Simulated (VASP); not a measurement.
Here is a VASP 6.6.1 calculation.

INCAR

```
SYSTEM = Li2Sn
PREC     = Accurate       ! precision mode
ENCUT    = 520            ! plane-wave cutoff, eV
EDIFF    = 1E-6           ! SCF threshold, eV
ISMEAR   = 0              ! smearing method
SIGMA    = 0.1            ! smearing width, eV
LREAL    = .False.        ! projectors in reciprocal space
LASPH    = .True.         ! aspherical terms in the spheres
NELM     = 80             ! most SCF steps
ALGO     = Normal         ! electronic algorithm
ISIF     = 2              ! what is computed and relaxed
LWAVE    = .False.        ! write WAVECAR
LCHARG   = .False.        ! write CHGCAR
GGA      = PE             ! functional
NBANDS   = 17             ! bands
```

Contents of KPOINTS:

```
regular mesh
0
Gamma
  12 12 12
  0 0 0
```

File POSCAR:

```
Li2Sn
1.0
    0.0000000000      3.2891895890      3.2891895890
    3.2891895890      0.0000000000      3.2891895890
    3.2891895890      3.2891895890      0.0000000000
Sn Li
1 2
Direct
    0.0000000000      0.0000000000      0.0000000000
    0.2500000000      0.2500000000      0.2500000000
    0.7500000000      0.7500000000      0.7500000000
```

Potentials or basis: VASP PAW PBE potentials, release 64 (Sn_d, Li_sv).

Command:

```sh
$ cat potpaw_PBE.64/Sn_d/POTCAR potpaw_PBE.64/Li_sv/POTCAR > POTCAR
$ mpirun -np 1 vasp_std > vasp.out
```

(1) Estimate the band gap on the k mesh.

Results:

(1) zero (band 10 reaches 4.18 eV, above the bottom of band 11 at 1.34 eV).

Caveat: spin-orbit coupling is left out, which moves the levels of the heavy elements.
